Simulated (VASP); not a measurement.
# Y (P6_3/mmc) in VASP: further runs

The runs below take Y through single point, with r2SCAN.

Program: VASP 6.6.1. These are calculated values, not measurements. Logs are shortened: lines on timing, memory, paths and dates and some standing lists are left out, and cuts for length are marked.

### Step 1. The cell of the first run

Symmetry: P6_3/mmc, No. 194, hexagonal system. The conventional cell has a = 3.681 Å, b = 3.681 Å, c = 5.721 Å, α = 90.00°, β = 90.00°, γ = 120.00°. Y (site symmetry -6m2) has 12 Y at 3.56 to 3.68 Å within 4.7 Å.

### Step 2. Single point, r2SCAN

Contents of POSCAR:

```
Y
1.0
    3.6808463851      0.0000000000      0.0000000000
   -1.8404231926      3.1877064770      0.0000000000
    0.0000000000      0.0000000000      5.7206466204
Y
2
Direct
    0.3333333333      0.6666666667      0.2500000000
    0.6666666667      0.3333333333      0.7500000000
```

Contents of INCAR.step1:

```
SYSTEM = Y
PREC = Accurate ; ENCUT = 520
ISMEAR = 1 ; SIGMA = 0.3
LREAL = .False. ; LASPH = .True.
NELM = 100 ; NBANDS = 18
GGA = PE ; ALGO = Normal
EDIFF = 1E-4 ; LWAVE = .True.
LCHARG = .False.
```

Contents of INCAR.step2:

```
SYSTEM = Y
PREC = Accurate ; ENCUT = 520
EDIFF = 1E-7 ; ISMEAR = 1
SIGMA = 0.3 ; LREAL = .False.
LASPH = .True. ; NELM = 100
ALGO = Normal ; ISIF = 2
LWAVE = .False. ; LCHARG = .True.
METAGGA = R2SCAN ; LMIXTAU = .True.
LELF = .True. ; LVHAR = .True.
NBANDS = 18 ; ISTART = 1
```

Contents of KPOINTS:

```
Automatic mesh
0
Gamma
  10 10 6
  0 0 0
```

Potentials or basis: VASP PAW PBE potentials, release 64 (Y_sv).

Run with:

```bash
cat potpaw_PBE.64/Y_sv/POTCAR > POTCAR
cp INCAR.step1 INCAR
mpirun -np 1 vasp_std > vasp.out
cp INCAR.step2 INCAR
mpirun -np 1 vasp_std > vasp.out
```

OUTCAR:

```text
SYSTEM = Y
   PREC = Accurate
   ENCUT = 520
   EDIFF = 1E-7
   ISMEAR = 1
   LREAL = .False.
   LASPH = .True.
   NELM = 100
   ISIF = 2
   METAGGA = R2SCAN
   ISTART = 1

 ion  position               nearest neighbor table
   1  0.333  0.667  0.250-   2 3.56   2 3.56   2 3.56   2 3.56   2 3.56   2 3.56
   2  0.667  0.333  0.750-   1 3.56   1 3.56   1 3.56   1 3.56   1 3.56   1 3.56

  LATTYP: Found a hexagonal cell.
 ALAT       =     3.6808463851
 C/A-ratio  =     1.5541660862

  Lattice vectors:

 A1 = (   3.6808463851,   0.0000000000,   0.0000000000)
 A2 = (  -1.8404231926,   3.1877064770,   0.0000000000)
 A3 = (   0.0000000000,   0.0000000000,   5.7206466204)

Analysis of symmetry for initial positions (statically):
=====================================================================
 Subroutine PRICEL returns:
 Original cell was already a primitive cell.

 Routine SETGRP: Setting up the symmetry group for a
 hexagonal supercell.

 Subroutine GETGRP returns: Found 24 space group operations
 (whereof 12 operations were pure point group operations)
 out of a pool of 24 trial point group operations.

The static configuration has the point symmetry D_3d.
 The point group associated with its full space group is D_6h.

Analysis of symmetry for dynamics (positions and initial velocities):
=====================================================================
 Subroutine PRICEL returns:
 Original cell was already a primitive cell.

 Routine SETGRP: Setting up the symmetry group for a
 hexagonal supercell.

 Subroutine GETGRP returns: Found 24 space group operations
 (whereof 12 operations were pure point group operations)
 out of a pool of 24 trial point group operations.

The dynamic configuration has the point symmetry D_3d.
 The point group associated with its full space group is D_6h.

 Subroutine INISYM returns: Found 24 space group operations
 (whereof 12 operations are pure point group operations),
 and found     1 'primitive' translations

----------------------------------------------------------------------------------------

                                     Primitive cell

  volume of cell :      67.1230

  direct lattice vectors                    reciprocal lattice vectors
     3.680846385  0.000000000  0.000000000     0.271676646  0.156852585  0.000000000
    -1.840423193  3.187706477  0.000000000     0.000000000  0.313705169  0.000000000
     0.000000000  0.000000000  5.720646620     0.000000000  0.000000000  0.174805414

  length of vectors
     3.680846385  3.680846385  5.720646620     0.313705169  0.313705169  0.174805414

  position of ions in fractional coordinates (direct lattice)
     0.333333333  0.666666667  0.250000000
     0.666666667  0.333333333  0.750000000

  ion indices of the primitive-cell ions
   primitive index   ion index
                 1           1
                 2           2

----------------------------------------------------------------------------------------

 KPOINTS: Automatic mesh

Automatic generation of k-mesh.
 Grid dimensions read from file:
 generate k-points for:   10   10    6

 Generating k-lattice:

  Cartesian coordinates                     Fractional coordinates (reciprocal lattice)
     0.027167665  0.015685258  0.000000000     0.100000000  0.000000000  0.000000000
     0.000000000  0.031370517  0.000000000     0.000000000  0.100000000  0.000000000
     0.000000000  0.000000000  0.029134236     0.000000000  0.000000000  0.166666667

  Length of vectors
     0.031370517  0.031370517  0.029134236

  Shift w.r.t. Gamma in fractional coordinates (k-lattice)
     0.000000000  0.000000000  0.000000000

 Subroutine IBZKPT returns following result:
 ===========================================

 Found     56 irreducible k-points:

 Following reciprocal coordinates:
            Coordinates               Weight
  0.000000  0.000000  0.000000      1.000000
  0.100000  0.000000  0.000000      6.000000
  0.200000  0.000000  0.000000      6.000000
  0.300000 -0.000000  0.000000      6.000000
  0.400000 -0.000000  0.000000      6.000000
  0.500000  0.000000  0.000000      3.000000
[... 16 lines left out ...]
  0.300000  0.100000  0.166667     24.000000
  0.400000  0.100000  0.166667     24.000000
 [... further k-points ...]
   k-points           NKPTS =     56   k-points in BZ     NKDIM =     56   number of bands    NBANDS=     18
   number of dos      NEDOS =    301   number of ions     NIONS =      2
   total plane-waves  NPLWV =  37632
   dimension x,y,z NGX =    28 NGY =   28 NGZ =   48
   dimension x,y,z NGXF=    56 NGYF=   56 NGZF=   96
   ions per type =               2
   NGX,Y,Z   is equivalent  to a cutoff of  12.65, 12.65, 13.95 a.u.
   NGXF,Y,Z  is equivalent  to a cutoff of  25.29, 25.29, 27.90 a.u.
 SYSTEM =  Y
   PREC   = accura    normal or accurate (medium, high low for compatibility)
   ISTART =      1    job   : 0-new  1-cont  2-samecut
   ICHARG =      0    charge: 1-file 2-atom 10-const
   ISPIN  =      1    spin polarized calculation?
   LNONCOLLINEAR =      F non collinear calculations
   LSORBIT =      F    spin-orbit coupling
   LASPH  =      T    aspherical Exc in radial PAW
   ENCUT  =  520.0 eV  38.22 Ry    6.18 a.u.   6.84  6.84 10.64*2*pi/ulx,y,z
   NELM   =    100;   NELMIN=  2; NELMDL=  0     # of ELM steps
   EDIFF  = 0.1E-06   stopping-criterion for ELM
   LREAL  =      F    real-space projection
   EDIFFG = 0.1E-05   stopping-criterion for IOM
   NSW    =      0    number of steps for IOM
   IBRION =     -1    ionic relax: 0-MD 1-quasi-New 2-CG
   NFREE  =      0    steps in history (QN), initial steepest desc. (CG)
   ISIF   =      2    stress and relaxation
   ISYM   =      2    0-nonsym 1-usesym 2-fastsym
   POTIM  = 0.5000    time-step for ionic-motion
   TEBEG  =    0.0;   TEEND  =   0.0 temperature during run
   PSTRESS=    0.0 pullay stress
   NELECT =      22.0000    total number of electrons
   NUPDOWN=      -1.0000    fix difference up-down
   EMIN   =  10.00;   EMAX   =-10.00  energy-range for DOS
   EFERMI =   0.00;   METHOD = LEGACY
   ISMEAR =     1;   SIGMA  =   0.30  broadening in eV -4-tet -1-fermi 0-gaus
   EFERMI_NEDOS =   21; number of points for ismear=-14 and -15
   IALGO  =     38    algorithm
   IMIX   =      4    mixing-type and parameters
     AMIX     =   0.40;   BMIX     =  1.00
     AMIX_MAG =   1.60;   BMIX_MAG =  1.00
  volume/ion in A,a.u.               =      33.56       226.48
  Fermi-wavevector in a.u.,A,eV,Ry     =   1.128735  2.133000 17.334405  1.274043
  Thomas-Fermi vector in A             =   2.265426
   LORBIT       =      0    0 simple, 1 ext, 2 COOP (PROOUT), +10 PAW based schemes
   METAGGA = R2SCAN    functional components
   LHFCALC =     F    Hartree Fock is set to
   AEXX    =    0.0000 exact exchange contribution
   IVDW    =     0    specifies the selected vdW correction
   LEPSILON=     F    determine dielectric tensor
   LRPA    =     F    only Hartree local field effects (RPA)
 non-spin polarized calculation
 Methfessel and Paxton  Order N= 1 SIGMA  =   0.30
  energy-cutoff  :      520.00
  volume of cell :       67.12
 maximum number of plane-waves:      1834
 NGX is ok and might be reduce to    28
   NGX = 13   NGY = 13   NGZ = 21

 number of electron      22.0000000 magnetization

 Free energy of the ion-electron system (eV)
  ---------------------------------------------------
  ext. energy  EPLUGINS =         0.00000000
  ---------------------------------------------------
  free energy    TOTEN  =       -40.54584451 eV

  energy without entropy =      -40.53094688  energy(sigma->0) =      -40.54087864

 E-fermi :   2.9189     XC(G=0):  -9.9801

 val. band max:        2.9013587609   @ k =   0.2000   0.1000   0.3333
 cond. band min:       2.9196961724   @ k =   0.3000   0.3000   0.5000
 fundamental gap:      0.0183374115
 Fermi energy:         2.9189055830

 k-point     1 :       0.0000    0.0000    0.0000
  band No.  band energies     occupation
      1     -41.3052      2.00000
      2     -41.2300      2.00000
      3     -20.9290      2.00000
      4     -20.4526      2.00000
      5     -20.4526      2.00000
      6     -20.3632      2.00000
[... 10 lines left out ...]
     17       5.9632     -0.00000
     18       5.9632     -0.00000

 k-point     2 :       0.1000    0.0000    0.0000
  band No.  band energies     occupation
      1     -41.3004      2.00000
      2     -41.2284      2.00000
      3     -20.9115      2.00000
      4     -20.4864      2.00000
      5     -20.4643      2.00000
      6     -20.3987      2.00000
[... 10 lines left out ...]
     17       5.7366     -0.00000
     18       5.7580     -0.00000

 k-point     3 :       0.2000    0.0000    0.0000
  band No.  band energies     occupation
      1     -41.2874      2.00000
      2     -41.2248      2.00000
      3     -20.8625      2.00000
      4     -20.5755      2.00000
      5     -20.4937      2.00000
      6     -20.4886      2.00000
[... 10 lines left out ...]
     17       6.1381     -0.00000
     18       6.2707     -0.00000

 k-point     4 :       0.3000   -0.0000    0.0000
  band No.  band energies     occupation
      1     -41.2700      2.00000
      2     -41.2215      2.00000
      3     -20.7920      2.00000
      4     -20.6867      2.00000
      5     -20.5942      2.00000
      6     -20.5282      2.00000
[... 375 lines left out ...]
      4     -20.6163      2.00000
      5     -20.5860      2.00000
      6     -20.5065      2.00000
[... 10 lines left out ...]
     17       6.4961     -0.00000
     18       6.9594     -0.00000

 k-point    23 :       0.3000    0.1000    0.1667
  band No.  band energies     occupation
      1     -41.2567      2.00000
      2     -41.2233      2.00000
      3     -20.7972      2.00000
      4     -20.6967      2.00000
      5     -20.6339      2.00000
      6     -20.5471      2.00000
[... 10 lines left out ...]
     17       7.4140     -0.00000
     18       7.6465     -0.00000

 k-point    24 :       0.4000    0.1000    0.1667
  band No.  band energies     occupation
      1     -41.2449      2.00000
      2     -41.2235      2.00000
      3     -20.8264      2.00000
      4     -20.7317      2.00000
      5     -20.6329      2.00000
      6     -20.5624      2.00000
[... 10 lines left out ...]
     17       7.9959     -0.00000
     18       8.2314     -0.00000

 [... further k-points ...]

------------------------ aborting loop because EDIFF is reached ----------------------------------------

  FORCE on cell =-STRESS in cart. coord.  units (eV):
  Direction    XX          YY          ZZ          XY          YZ          ZX
  --------------------------------------------------------------------------------------
  -------------------------------------------------------------------------------------
  Total       -0.0134041     -0.0134041     -0.1124013      0.0000000      0.0000000     -0.0000000
  in kB       -0.3199468     -0.3199468     -2.6829382      0.0000000      0.0000000     -0.0000000
  external PRESSURE =      -1.1076106 kB  Pullay stress =       0.0000000 kB

 VOLUME and BASIS-vectors are now :
 -----------------------------------------------------------------------------
  energy-cutoff  :      520.00
  volume of cell :       67.12
      direct lattice vectors                 reciprocal lattice vectors
     3.680846385  0.000000000  0.000000000     0.271676646  0.156852585  0.000000000
    -1.840423193  3.187706477  0.000000000     0.000000000  0.313705169  0.000000000
     0.000000000  0.000000000  5.720646620     0.000000000  0.000000000  0.174805414

 POSITION                                       TOTAL-FORCE (eV/Angst)
 -----------------------------------------------------------------------------------
     -0.00000      2.12514      1.43016        -0.000000      0.000000      0.000000
      1.84042      1.06257      4.29048         0.000000      0.000000      0.000000
 -----------------------------------------------------------------------------------
    total drift:                               -0.000000      0.000000     -0.000000

  FREE ENERGIE OF THE ION-ELECTRON SYSTEM (eV)
  ---------------------------------------------------
  free  energy   TOTEN  =       -40.5458445145 eV

  energy  without entropy=      -40.5309468762  energy(sigma->0) =      -40.54087864
```

Run time: 6.3 min. Hardware: 1 thread of Intel Xeon Platinum 8259CL at 2.50GHz (Skylake/Cascade Lake), shared host; peak memory 0.24 GiB.

Results:

```yaml
Free_energy: -40.5458 eV
Pressure: -0.1 GPa
Band_gap_on_the_k_mesh: zero (band 11 reaches 4.02 eV, above the bottom of band 12 at 2.38 eV)
```

Levels at points of the mesh, in eV from the Fermi level:
| k point | band 7 | band 8 | band 9 | band 10 | band 11 | band 12 | band 13 | band 14 | band 15 | band 16 |
| --- | --- | --- | --- | --- | --- | --- | --- | --- | --- | --- |
| (0.00, 0.00, 0.00) | -23.28 | -23.25 | -4.87 | -1.83 | 0.75 | 1.97 | 1.97 | 2.38 | 2.63 | 2.63 |
| (0.50, 0.00, 0.00) | -23.41 | -23.33 | -1.70 | -1.16 | -0.77 | -0.26 | 1.53 | 1.67 | 2.27 | 5.29 |
| (0.00, 0.00, 0.50) | -23.33 | -23.33 | -3.38 | -3.38 | 1.10 | 1.10 | 1.88 | 1.88 | 1.88 | 1.88 |
| (0.50, 0.00, 0.50) | -23.40 | -23.40 | -1.63 | -1.63 | 0.11 | 0.11 | 1.36 | 1.36 | 2.99 | 2.99 |

Caveat: the PAW data sets were made with another functional, which shifts forces and pressure a little.

(Part 1 of 2 ends here.)
